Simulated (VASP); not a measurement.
# KI (P6_3/mmc) in VASP: a series of runs, part 2 of 2

VASP 6.6.1. Earlier steps stand in the parts before.

## 3. Single point, PBE (volume changed by +6%)

INCAR reads:

```
ALGO     = Normal         # electronic algorithm
EDIFF    = 1E-6           # SCF threshold, eV
ENCUT    = 520            # plane-wave cutoff, eV
GGA      = PE             # functional
ISIF     = 2              # what is computed and relaxed
ISMEAR   = 0              # smearing method
LASPH    = True           # aspherical terms in the spheres
LCHARG   = True           # write CHGCAR
LELF     = True           # ELF
LREAL    = False          # projectors in reciprocal space
LVHAR    = True         
LWAVE    = False          # write WAVECAR
NBANDS   = 24             # bands
NELM     = 100            # most SCF steps
PREC     = Accurate       # precision mode
SIGMA    = 0.01           # smearing width, eV
```

KPOINTS reads:

```
k-points
0
Gamma
  6 6 4
```

POSCAR reads:

```
KI
1.0
    5.0680356245      0.0000000000      0.0000000000
   -2.5340178122      4.3890475981      0.0000000000
    0.0000000000      0.0000000000      8.8382842247
K I
2 2
Direct
    0.0000000000      0.0000000000      0.0000000000
    0.0000000000      0.0000000000      0.5000000000
    0.3333333333      0.6666666667      0.2500000000
    0.6666666667      0.3333333333      0.7500000000
```

Potentials or basis: VASP PAW PBE potentials, release 64 (K_sv, I).

Launch:

```console
$ cat potpaw_PBE.64/K_sv/POTCAR potpaw_PBE.64/I/POTCAR > POTCAR
$ mpirun -np 1 vasp_std > vasp.out
```

Run time: 2.2 min. Hardware: 1 thread of Intel Xeon 6975P-C, shared host; peak memory 0.36 GiB.

The run converged. Its results:

```yaml
Free_energy: -11.0380 eV
Pressure: -0.5 GPa
Band_gap_on_the_k_mesh: 3.66 eV, direct
```

Levels at points of the mesh, in eV from the valence-band top:
| k point | band 13 | band 14 | band 15 | band 16 | band 17 | band 18 | band 19 | band 20 |
| --- | --- | --- | --- | --- | --- | --- | --- | --- |
| (0.00, 0.00, 0.00) | -0.21 | -0.16 | 0.00 | 0.00 | 3.66 | 5.41 | 5.76 | 6.70 |
| (0.50, 0.00, 0.00) | -0.57 | -0.48 | -0.29 | -0.28 | 5.15 | 5.65 | 5.69 | 6.61 |
| (0.00, 0.00, 0.50) | -0.11 | -0.11 | -0.11 | -0.11 | 4.69 | 4.69 | 6.27 | 6.27 |
| (0.50, 0.00, 0.50) | -0.43 | -0.43 | -0.29 | -0.29 | 5.46 | 5.46 | 5.72 | 5.72 |

Caveat: the cell differs from its parent crystal (volume changed by +6%); spin-orbit coupling is left out, which moves the levels of the heavy elements.

## 4. Single point, r2SCAN (volume changed by -6%)

POSCAR reads:

```
KI
1.0
    4.7999825036      0.0000000000      0.0000000000
   -2.3999912518      4.1569067858      0.0000000000
    0.0000000000      0.0000000000      8.4146389348
K I
2 2
Direct
    0.0000000000      0.0000000000      0.0000000000
    0.0000000000      0.0000000000      0.5000000000
    0.3333333333      0.6666666667      0.2500000000
    0.6666666667      0.3333333333      0.7500000000
```

INCAR.step1 reads:

```
PREC = Accurate
ENCUT = 520
ISMEAR = 0
SIGMA = 0.01
LREAL = False
LASPH = True
NELM = 60
NBANDS = 24
GGA = PE
ALGO = Normal
EDIFF = 1E-4
LWAVE = True
LCHARG = False
```

INCAR.step2 reads:

```
PREC = Accurate
ENCUT = 520
EDIFF = 1E-7
ISMEAR = 0
SIGMA = 0.01
LREAL = False
LASPH = True
NELM = 60
ALGO = Normal
ISIF = 2
LWAVE = False
LCHARG = False
METAGGA = R2SCAN
LMIXTAU = True
NBANDS = 24
ISTART = 1
```

KPOINTS reads:

```
regular mesh
0
Gamma
  6 6 4
```

Launch:

```console
$ cat potpaw_PBE.64/K_sv/POTCAR potpaw_PBE.64/I/POTCAR > POTCAR
$ cp INCAR.step1 INCAR
$ mpirun -np 1 vasp_std > vasp.out
$ cp INCAR.step2 INCAR
$ mpirun -np 1 vasp_std > vasp.out
```

It took 5.7 min on 1 thread of Intel Xeon 6975P-C, shared host; peak memory 0.35 GiB.

Results (log left out):

| Quantity | Value |
| --- | --- |
| Free energy | -67.8555 eV |
| Pressure | 0.9 GPa |
| Band gap on the k mesh | 4.65 eV, direct |

Levels at points of the mesh, in eV from the valence-band top:
```tsv
k point	band 12	band 13	band 14	band 15	band 16	band 17	band 18	band 19	band 20	band 21
(0.00, 0.00, 0.00)	-0.31	-0.31	-0.21	0.00	0.00	4.65	6.14	6.15	7.26	7.26
(0.50, 0.00, 0.00)	-1.03	-0.75	-0.68	-0.42	-0.38	5.50	6.39	6.44	7.98	8.28
(0.00, 0.00, 0.50)	-0.96	-0.16	-0.16	-0.16	-0.16	5.76	5.76	6.91	6.91	7.68
(0.50, 0.00, 0.50)	-1.34	-0.59	-0.59	-0.40	-0.40	6.10	6.10	6.31	6.31	8.85
```

Caveat: the cell differs from its parent crystal (volume changed by -6%); the PAW data sets were made with another functional, which shifts forces and pressure a little; spin-orbit coupling is left out, which moves the levels of the heavy elements. A k mesh can miss the band edges.

## 5. Single point, r2SCAN (volume changed by -3%)

POSCAR reads:

```
KI
1.0
    4.8505123485      0.0000000000      0.0000000000
   -2.4252561743      4.2006669151      0.0000000000
    0.0000000000      0.0000000000      8.5032205910
K I
2 2
Direct
    0.0000000000      0.0000000000      0.0000000000
    0.0000000000      0.0000000000      0.5000000000
    0.3333333333      0.6666666667      0.2500000000
    0.6666666667      0.3333333333      0.7500000000
```

INCAR.step1 reads:

```
SYSTEM = KI
PREC = Accurate ; ENCUT = 520
ISMEAR = 0 ; SIGMA = 0.01
LREAL = .FALSE. ; LASPH = .TRUE.
NELM = 60 ; NBANDS = 24
GGA = PE ; ALGO = Normal
EDIFF = 1E-4 ; LWAVE = .TRUE.
LCHARG = .FALSE.
```

INCAR.step2 reads:

```
SYSTEM = KI
PREC = Accurate ; ENCUT = 520
EDIFF = 1E-7 ; ISMEAR = 0
SIGMA = 0.01 ; LREAL = .FALSE.
LASPH = .TRUE. ; NELM = 60
ALGO = Normal ; ISIF = 2
LWAVE = .FALSE. ; LCHARG = .FALSE.
METAGGA = R2SCAN ; LMIXTAU = .TRUE.
NBANDS = 24 ; ISTART = 1
```

KPOINTS reads:

```
Automatic mesh
0
G
  6 6 4
  0 0 0
```

Launch:

```console
$ cat potpaw_PBE.64/K_sv/POTCAR potpaw_PBE.64/I/POTCAR > POTCAR
$ cp INCAR.step1 INCAR
$ mpirun -np 1 vasp_std > vasp.out
$ cp INCAR.step2 INCAR
$ mpirun -np 1 vasp_std > vasp.out
```

Run time: 4.8 min. Hardware: 1 thread of Intel Xeon 6975P-C, shared host; peak memory 0.34 GiB.

Results (log left out):

| Item | Value |
| --- | --- |
| Free energy | -67.8786 eV |
| Pressure | 0.4 GPa |
| Band gap on the k mesh | 4.57 eV, direct |

Levels at points of the mesh, in eV from the valence-band top:
```csv
k point,band 14,band 15,band 16,band 17,band 18,band 19
"(0.00, 0.00, 0.00)",-0.21,0.00,0.00,4.57,6.10,6.18
"(0.50, 0.00, 0.00)",-0.64,-0.39,-0.37,5.54,6.37,6.39
"(0.00, 0.00, 0.50)",-0.15,-0.15,-0.15,5.67,5.67,6.89
"(0.50, 0.00, 0.50)",-0.55,-0.38,-0.38,6.12,6.12,6.26
```

Caveat: the cell differs from its parent crystal (volume changed by -3%); the PAW data sets were made with another functional, which shifts forces and pressure a little; spin-orbit coupling is left out, which moves the levels of the heavy elements. A k mesh can miss the band edges.

## 6. Single point, r2SCAN

This run uses another cell than the first one, of 44.65 Å³/atom, 0.935 times its volume.

POSCAR reads:

```
KI
1.0
    4.9000107912      0.0000000000      0.0000000000
   -2.4500053956      4.2435338240      0.0000000000
    0.0000000000      0.0000000000      8.5899941413
K I
2 2
Direct
    0.0000000000      0.0000000000      0.0000000000
    0.0000000000      0.0000000000      0.5000000000
    0.3333333333      0.6666666667      0.2500000000
    0.6666666667      0.3333333333      0.7500000000
```

INCAR.step1 reads:

```
SYSTEM = KI
PREC = Accurate
ENCUT = 520
ISMEAR = 0
SIGMA = 0.01
LREAL = .False.
LASPH = .True.
NELM = 60
NBANDS = 24
GGA = PE
ALGO = Normal
EDIFF = 1E-4
LWAVE = .True.
LCHARG = .False.
```

INCAR.step2 reads:

```
SYSTEM = KI
PREC = Accurate
ENCUT = 520
EDIFF = 1E-6
ISMEAR = 0
SIGMA = 0.01
LREAL = .False.
LASPH = .True.
NELM = 60
ALGO = Normal
ISIF = 2
LWAVE = .False.
LCHARG = .False.
METAGGA = R2SCAN
LMIXTAU = .True.
NBANDS = 24
ISTART = 1
```

KPOINTS reads:

```
Automatic mesh
0
Gamma
  6 6 4
  0 0 0
```

Potentials or basis: VASP PAW PBE potentials, release 64 (K_sv, I).

Launch:

```console
$ cat potpaw_PBE.64/K_sv/POTCAR potpaw_PBE.64/I/POTCAR > POTCAR
$ cp INCAR.step1 INCAR
$ mpirun -np 1 vasp_std > vasp.out
$ cp INCAR.step2 INCAR
$ mpirun -np 1 vasp_std > vasp.out
```

Wall time 4.8 min (1 thread of Intel Xeon 6975P-C, shared host); peak memory 0.35 GiB.

Results (log left out):

- Free energy: -67.8866 eV
- Pressure: 0.0 GPa
- Band gap on the k mesh: 4.49 eV, direct

Levels at points of the mesh, in eV from the valence-band top:
| k point | band 14 | band 15 | band 16 | band 17 | band 18 | band 19 |
| --- | --- | --- | --- | --- | --- | --- |
| (0.00, 0.00, 0.00) | -0.20 | 0.00 | 0.00 | 4.49 | 6.06 | 6.21 |
| (0.50, 0.00, 0.00) | -0.60 | -0.36 | -0.35 | 5.57 | 6.34 | 6.35 |
| (0.00, 0.00, 0.50) | -0.14 | -0.14 | -0.14 | 5.58 | 5.58 | 6.86 |
| (0.50, 0.00, 0.50) | -0.53 | -0.35 | -0.35 | 6.13 | 6.13 | 6.22 |

Caveat: the PAW data sets were made with another functional, which shifts forces and pressure a little; spin-orbit coupling is left out, which moves the levels of the heavy elements.

## 7. Summary

```tsv
level	cell	gap on the mesh (eV)	pressure (GPa)
PBE	a = 5.020, b = 5.020, c = 8.754 Å, angles 90.0, 90.0, 120.0°, 4 atoms	3.72	-0.3
PBE	a = 5.068, b = 5.068, c = 8.838 Å, angles 90.0, 90.0, 120.0°, 4 atoms	3.66	-0.5
r2SCAN	a = 4.800, b = 4.800, c = 8.415 Å, angles 90.0, 90.0, 120.0°, 4 atoms	4.65	0.9
r2SCAN	a = 4.851, b = 4.851, c = 8.503 Å, angles 90.0, 90.0, 120.0°, 4 atoms	4.57	0.4
r2SCAN	a = 4.900, b = 4.900, c = 8.590 Å, angles 90.0, 90.0, 120.0°, 4 atoms	4.49	0.0
```

Alike in all rows: task single point; potentials or basis VASP PAW PBE potentials, release 64 (K_sv, I); no spin polarisation; k mesh 6 × 6 × 4; cutoff (eV) 520; smearing gaussian 0.01 eV.

Caveats: spin-orbit coupling is left out, which moves the levels of the heavy elements; the PAW data sets were made with another functional, which shifts forces and pressure a little (some runs).

Total energies depend on the potentials used, so only differences within one code and one set of settings carry meaning.
